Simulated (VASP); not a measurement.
# Hf (P6_3/mmc) in VASP: further runs

Runs on Hf. Level: LDA. Tasks: relaxation of cell and atoms.

All numbers are computed with VASP 6.6.1; they aren't measurements. Logs are shortened: lines on timing, memory, paths and dates and some standing lists are left out, and cuts for length are marked.

## Step 1: The cell of the first run

Symmetry: P6_3/mmc, No. 194, hexagonal system. Conventional cell: a = 3.160 Å, b = 3.160 Å, c = 5.160 Å, α = 90.00°, β = 90.00°, γ = 120.00°. Hf (site symmetry -6m2) has 12 Hf at 3.16 Å within 4.2 Å.

## Step 2: Relaxation of cell and atoms, LDA

INCAR

```
SYSTEM = Hf
PREC = Accurate ; ENCUT = 600
EDIFF = 1E-6 ; ISMEAR = -1
SIGMA = 0.05 ; LREAL = .False.
LASPH = .True. ; NELM = 60
ALGO = Normal ; ISIF = 3
LWAVE = .False. ; LCHARG = .False.
IBRION = 2 ; NSW = 80
EDIFFG = -0.01
```

KPOINTS

```
regular mesh
0
Gamma
  7 7 4
  0 0 0
```

POSCAR

```
Hf
1.0
    3.1600000000      0.0000000000      0.0000000000
   -1.5800000000      2.7366402760      0.0000000000
    0.0000000000      0.0000000000      5.1602800000
Hf
2
Direct
    0.3333333333      0.6666666667      0.2500000000
    0.6666666667      0.3333333333      0.7500000000
```

Potentials or basis: VASP PAW LDA potentials, release 64 (Hf_pv).

Command:

```console
$ cat potpaw_LDA.64/Hf_pv/POTCAR > POTCAR
$ mpirun -np 1 vasp_std > vasp.out
```

OUTCAR:

```text
SYSTEM = Hf
   PREC = Accurate
   ENCUT = 600
   EDIFF = 1E-6
   ISMEAR = -1
   LREAL = .False.
   LASPH = .True.
   NELM = 60
   ISIF = 3
   IBRION = 2
   NSW = 80
   EDIFFG = -0.01

 ion  position               nearest neighbor table
   1  0.333  0.667  0.250-   2 3.16   2 3.16   2 3.16   2 3.16   2 3.16   2 3.16
   2  0.667  0.333  0.750-   1 3.16   1 3.16   1 3.16   1 3.16   1 3.16   1 3.16

  LATTYP: Found a hexagonal cell.
 ALAT       =     3.1600000000
 C/A-ratio  =     1.6330000000

  Lattice vectors:

 A1 = (   3.1600000000,   0.0000000000,   0.0000000000)
 A2 = (  -1.5800000000,   2.7366402760,   0.0000000000)
 A3 = (   0.0000000000,   0.0000000000,   5.1602800000)

Analysis of symmetry for initial positions (statically):
=====================================================================
 Subroutine PRICEL returns:
 Original cell was already a primitive cell.

 Routine SETGRP: Setting up the symmetry group for a
 hexagonal supercell.

 Subroutine GETGRP returns: Found 24 space group operations
 (whereof 12 operations were pure point group operations)
 out of a pool of 24 trial point group operations.

The static configuration has the point symmetry D_3d.
 The point group associated with its full space group is D_6h.

Analysis of symmetry for dynamics (positions and initial velocities):
=====================================================================
 Subroutine PRICEL returns:
 Original cell was already a primitive cell.

 Routine SETGRP: Setting up the symmetry group for a
 hexagonal supercell.

 Subroutine GETGRP returns: Found 24 space group operations
 (whereof 12 operations were pure point group operations)
 out of a pool of 24 trial point group operations.

The dynamic configuration has the point symmetry D_3d.
 The point group associated with its full space group is D_6h.

 Subroutine INISYM returns: Found 24 space group operations
 (whereof 12 operations are pure point group operations),
 and found     1 'primitive' translations

----------------------------------------------------------------------------------------

                                     Primitive cell

  volume of cell :      44.6250

  direct lattice vectors                    reciprocal lattice vectors
     3.160000000  0.000000000  0.000000000     0.316455696  0.182705781  0.000000000
    -1.580000000  2.736640276  0.000000000     0.000000000  0.365411563  0.000000000
     0.000000000  0.000000000  5.160280000     0.000000000  0.000000000  0.193787934

  length of vectors
     3.160000000  3.160000000  5.160280000     0.365411563  0.365411563  0.193787934

  position of ions in fractional coordinates (direct lattice)
     0.333333333  0.666666667  0.250000000
     0.666666667  0.333333333  0.750000000

  ion indices of the primitive-cell ions
   primitive index   ion index
                 1           1
                 2           2

----------------------------------------------------------------------------------------

 KPOINTS: regular mesh

Automatic generation of k-mesh.
 Grid dimensions read from file:
 generate k-points for:    7    7    4

 Generating k-lattice:

  Cartesian coordinates                     Fractional coordinates (reciprocal lattice)
     0.045207957  0.026100826  0.000000000     0.142857143 -0.000000000  0.000000000
     0.000000000  0.052201652  0.000000000     0.000000000  0.142857143  0.000000000
     0.000000000  0.000000000  0.048446983     0.000000000  0.000000000  0.250000000

  Length of vectors
     0.052201652  0.052201652  0.048446983

  Shift w.r.t. Gamma in fractional coordinates (k-lattice)
     0.000000000  0.000000000  0.000000000

 Subroutine IBZKPT returns following result:
 ===========================================

 Found     24 irreducible k-points:

 Following reciprocal coordinates:
            Coordinates               Weight
  0.000000  0.000000  0.000000      1.000000
  0.142857  0.000000  0.000000      6.000000
  0.285714  0.000000  0.000000      6.000000
  0.428571  0.000000  0.000000      6.000000
  0.142857  0.142857  0.000000      6.000000
  0.285714  0.142857  0.000000     12.000000
[... 16 lines left out ...]
  0.428571  0.142857  0.500000      6.000000
  0.285714  0.285714  0.500000      6.000000
   k-points           NKPTS =     24   k-points in BZ     NKDIM =     24   number of bands    NBANDS=     14
   number of dos      NEDOS =    301   number of ions     NIONS =      2
   total plane-waves  NPLWV =  32928
   dimension x,y,z NGX =    28 NGY =   28 NGZ =   42
   dimension x,y,z NGXF=    56 NGYF=   56 NGZF=   84
   ions per type =               2
   NGX,Y,Z   is equivalent  to a cutoff of  14.73, 14.73, 13.53 a.u.
   NGXF,Y,Z  is equivalent  to a cutoff of  29.46, 29.46, 27.06 a.u.
 SYSTEM =  Hf
   PREC   = accura    normal or accurate (medium, high low for compatibility)
   ISTART =      0    job   : 0-new  1-cont  2-samecut
   ICHARG =      2    charge: 1-file 2-atom 10-const
   ISPIN  =      1    spin polarized calculation?
   LNONCOLLINEAR =      F non collinear calculations
   LSORBIT =      F    spin-orbit coupling
   LASPH  =      T    aspherical Exc in radial PAW
   ENCUT  =  600.0 eV  44.10 Ry    6.64 a.u.   6.31  6.31 10.31*2*pi/ulx,y,z
   NELM   =     60;   NELMIN=  2; NELMDL= -5     # of ELM steps
   EDIFF  = 0.1E-05   stopping-criterion for ELM
   LREAL  =      F    real-space projection
   EDIFFG = -.1E-01   stopping-criterion for IOM
   NSW    =     80    number of steps for IOM
   IBRION =      2    ionic relax: 0-MD 1-quasi-New 2-CG
   NFREE  =      1    steps in history (QN), initial steepest desc. (CG)
   ISIF   =      3    stress and relaxation
   ISYM   =      2    0-nonsym 1-usesym 2-fastsym
   POTIM  = 0.5000    time-step for ionic-motion
   TEBEG  =    0.0;   TEEND  =   0.0 temperature during run
   PSTRESS=    0.0 pullay stress
   NELECT =      20.0000    total number of electrons
   NUPDOWN=      -1.0000    fix difference up-down
   EMIN   =  10.00;   EMAX   =-10.00  energy-range for DOS
   EFERMI =   0.00;   METHOD = LEGACY
   ISMEAR =    -1;   SIGMA  =   0.05  broadening in eV -4-tet -1-fermi 0-gaus
   EFERMI_NEDOS =   21; number of points for ismear=-14 and -15
   IALGO  =     38    algorithm
   IMIX   =      4    mixing-type and parameters
     AMIX     =   0.40;   BMIX     =  1.00
     AMIX_MAG =   1.60;   BMIX_MAG =  1.00
  volume/ion in A,a.u.               =      22.31       150.57
  Fermi-wavevector in a.u.,A,eV,Ry     =   1.252830  2.367505 21.355473  1.569583
  Thomas-Fermi vector in A             =   2.386712
   LORBIT       =      0    0 simple, 1 ext, 2 COOP (PROOUT), +10 PAW based schemes
   GGA     = CA    functional components
   LHFCALC =     F    Hartree Fock is set to
   AEXX    =    0.0000 exact exchange contribution
   IVDW    =     0    specifies the selected vdW correction
   LEPSILON=     F    determine dielectric tensor
   LRPA    =     F    only Hartree local field effects (RPA)
 conjugate gradient relaxation of ions
 non-spin polarized calculation
  energy-cutoff  :      600.00
  volume of cell :       44.62
 maximum number of plane-waves:      1520
 NGX is ok and might be reduce to    28
   NGX = 13   NGY = 13   NGZ = 21

--------------------------------------- Ionic step        1  -------------------------------------------

 number of electron      20.0000001 magnetization

 Free energy of the ion-electron system (eV)
  ---------------------------------------------------
  ext. energy  EPLUGINS =         0.00000000
  ---------------------------------------------------
  free energy    TOTEN  =       -21.31697923 eV

  energy without entropy =      -21.30619345  energy(sigma->0) =      -21.31158634

------------------------ aborting loop because EDIFF is reached ----------------------------------------

  FORCE on cell =-STRESS in cart. coord.  units (eV):
  Direction    XX          YY          ZZ          XY          YZ          ZX
  --------------------------------------------------------------------------------------
  -------------------------------------------------------------------------------------
  Total       -1.7383762     -1.7383762     -2.4623137      0.0000000      0.0000000      0.0000000
  in kB      -62.4131762    -62.4131762    -88.4048103      0.0000000      0.0000000      0.0000000
  external PRESSURE =     -71.0770543 kB  Pullay stress =       0.0000000 kB
[... 89 lines left out ...]
  FREE ENERGIE OF THE ION-ELECTRON SYSTEM (eV)
  ---------------------------------------------------
  free  energy   TOTEN  =       -21.3850832784 eV

  energy  without entropy=      -21.3705988492  energy(sigma->0) =      -21.37784106

[... ionic steps 4 to 7 ...]

--------------------------------------- Ionic step        8  -------------------------------------------

 number of electron      19.9999998 magnetization

------------------------ aborting loop because EDIFF is reached ----------------------------------------

  FORCE on cell =-STRESS in cart. coord.  units (eV):
  Direction    XX          YY          ZZ          XY          YZ          ZX
  --------------------------------------------------------------------------------------
  -------------------------------------------------------------------------------------
  Total       -0.0254710     -0.0254710     -0.0219777      0.0000000      0.0000000      0.0000000
  in kB       -0.9760138     -0.9760138     -0.8421549      0.0000000      0.0000000      0.0000000
  external PRESSURE =      -0.9313942 kB  Pullay stress =       0.0000000 kB
[... 57 lines left out ...]
  energy  without entropy=      -21.3708745003  energy(sigma->0) =      -21.37947596

--------------------------------------- Ionic step       10  -------------------------------------------

 number of electron      19.9999998 magnetization

 Free energy of the ion-electron system (eV)
  ---------------------------------------------------
  ext. energy  EPLUGINS =         0.00000000
  ---------------------------------------------------
  free energy    TOTEN  =       -21.38809424 eV

  energy without entropy =      -21.37093261  energy(sigma->0) =      -21.37951342

 E-fermi :   5.3674     XC(G=0): -11.7861

 val. band max:        5.3500348221   @ k =   0.1429   0.0000   0.0000
 cond. band min:       5.3882603418   @ k =   0.0000   0.0000   0.5000
 fundamental gap:      0.0382255197
 Fermi energy:         5.3674460486

 k-point     1 :       0.0000    0.0000    0.0000
  band No.  band energies     occupation
      1     -25.6169      2.00000
      2     -24.6758      2.00000
      3     -24.6758      2.00000
      4     -24.5169      2.00000
      5     -24.5169      2.00000
      6     -24.5138      2.00000
      7      -2.2571      2.00000
      8       1.3560      2.00000
      9       6.3185      0.00000
     10       6.4117      0.00000
     11       6.4117      0.00000
     12       6.6778      0.00000
     13       7.2929      0.00000
     14       7.2929      0.00000
[... 418 lines left out ...]
  FREE ENERGIE OF THE ION-ELECTRON SYSTEM (eV)
  ---------------------------------------------------
  free  energy   TOTEN  =       -21.3880942412 eV

  energy  without entropy=      -21.3709326073  energy(sigma->0) =      -21.37951342

 reached required accuracy - stopping structural energy minimisation
```

Run time: 2.1 min. Hardware: 1 thread of Intel Xeon 8259CL, shared host; peak memory 0.17 GiB.

What came out:

```yaml
Free_energy: -21.3881 eV
Relaxed_volume: 20.89 Å³/atom
Relaxed_cell: a = 3.121 Å, b = 3.121 Å, c = 4.954 Å, α = 90.00°, β = 90.00°, γ = 120.00°
Space_group_after_relaxing_to_0.1_Å: P6_3/mmc (No. 194)
Energy_gained_by_relaxing: 35.6 meV/atom
Ionic_steps: 10
Pressure_after_relaxing: 0.0 GPa
Band_gap_on_the_k_mesh: zero (bands 10 and 11 overlap by 1.24 eV)
```

The path:
```csv
step,energy change (eV),largest force (eV/Å),pressure (GPa),volume (Å³)
1,0.0000,0.0000,-7.11,44.62
2,0.0364,0.0000,11.11,38.53
3,-0.0681,0.0000,0.03,41.80
4,-0.0681,0.0000,0.19,41.75
5,-0.0705,0.0000,0.05,41.78
6,-0.0711,0.0000,-0.08,41.81
7,-0.0711,0.0000,-0.09,41.81
8,-0.0711,0.0000,-0.09,41.81
9,-0.0711,0.0000,0.12,41.74
10,-0.0711,0.0000,0.00,41.78
```

Final structure:
```yaml
crystal:
  lattice:
    - [3.12062, 0.00000, 0.00000]
    - [-1.56031, 2.70254, 0.00000]
    - [0.00000, 0.00000, 4.95394]
  atoms:
    - { symbol: Hf, position: [0.33333, 0.66667, 0.25000] }
    - { symbol: Hf, position: [0.66667, 0.33333, 0.75000] }
```

Caveat: spin-orbit coupling is left out, which moves the levels of the heavy elements.

## Step 3: Relaxation of cell and atoms, LDA

This run uses another cell than the first one, of 20.88 Å³/atom.

INCAR

```
SYSTEM = Hf
  PREC = Accurate
  ENCUT = 600
  EDIFF = 1E-7
  ISMEAR = -1
  SIGMA = 0.05
  LREAL = .FALSE.
  LASPH = .TRUE.
  NELM = 100
  ALGO = Normal
  ISIF = 3
  LWAVE = .FALSE.
  LCHARG = .FALSE.
  GGA = CA
  IBRION = 2
  NSW = 80
  EDIFFG = -0.01
```

KPOINTS

```
regular mesh
0
G
  8 8 4
  0 0 0
```

POSCAR

```
Hf
1.0
    3.1166818274      0.0000000000      0.0000000000
   -1.5583409137      2.6991256380      0.0000000000
    0.0000000000      0.0000000000      4.9637107528
Hf
2
Direct
    0.3333333333      0.6666666667      0.2500000000
    0.6666666667      0.3333333333      0.7500000000
```

Potentials or basis: VASP PAW LDA potentials, release 64 (Hf_pv).

Command:

```console
$ cat potpaw_LDA.64/Hf_pv/POTCAR > POTCAR
$ mpirun -np 1 vasp_std > vasp.out
```

Wall time 84 s (1 thread of Intel Xeon 8259CL, shared host); peak memory 0.17 GiB.

The run converged. Its results:

```yaml
Free_energy: -21.4124 eV
Relaxed_volume: 20.85 Å³/atom
Relaxed_cell: a = 3.123 Å, b = 3.123 Å, c = 4.938 Å, α = 90.00°, β = 90.00°, γ = 120.00°
Space_group_after_relaxing_to_0.1_Å: P6_3/mmc (No. 194)
Energy_gained_by_relaxing: 0.3 meV/atom
Ionic_steps: 5
Pressure_after_relaxing: 0.0 GPa
Band_gap_on_the_k_mesh: zero (bands 10 and 11 overlap by 1.24 eV)
```

Step by step:
| step | energy change (eV) | largest force (eV/Å) | pressure (GPa) | volume (Å³) |
| --- | --- | --- | --- | --- |
| 1 | 0.0000 | 0.0000 | -0.19 | 41.76 |
| 2 | -0.0006 | 0.0000 | 0.30 | 41.61 |
| 3 | -0.0006 | 0.0000 | 0.23 | 41.63 |
| 4 | -0.0006 | 0.0000 | -0.20 | 41.78 |
| 5 | -0.0007 | 0.0000 | 0.00 | 41.71 |

Final structure:
```cif
data_structure
_symmetry_space_group_name_H-M 'P 1'
_symmetry_Int_Tables_number 1
_cell_length_a 3.1228
_cell_length_b 3.1228
_cell_length_c 4.9383
_cell_angle_alpha 90.000
_cell_angle_beta 90.000
_cell_angle_gamma 120.000
_cell_volume 41.71
loop_
_atom_site_label
_atom_site_type_symbol
_atom_site_fract_x
_atom_site_fract_y
_atom_site_fract_z
_atom_site_occupancy
Hf1 Hf 0.33333 0.66667 0.25000 1
Hf2 Hf 0.66667 0.33333 0.75000 1
```

Levels at points of the mesh, in eV from the Fermi level:
| k point | band 7 | band 8 | band 9 | band 10 | band 11 | band 12 | band 13 | band 14 |
| --- | --- | --- | --- | --- | --- | --- | --- | --- |
| (0.00, 0.00, 0.00) | -7.62 | -4.00 | 1.00 | 1.04 | 1.04 | 1.36 | 1.94 | 1.94 |
| (0.50, 0.00, 0.00) | -3.52 | -3.10 | -2.54 | -0.65 | 0.61 | 0.89 | 1.71 | 6.19 |
| (0.00, 0.00, 0.50) | -5.51 | -5.51 | 0.05 | 0.05 | 0.92 | 0.92 | 0.92 | 0.92 |
| (0.50, 0.00, 0.50) | -3.71 | -3.71 | -1.21 | -1.21 | 1.47 | 1.47 | 2.66 | 2.66 |

Caveat: spin-orbit coupling is left out, which moves the levels of the heavy elements.
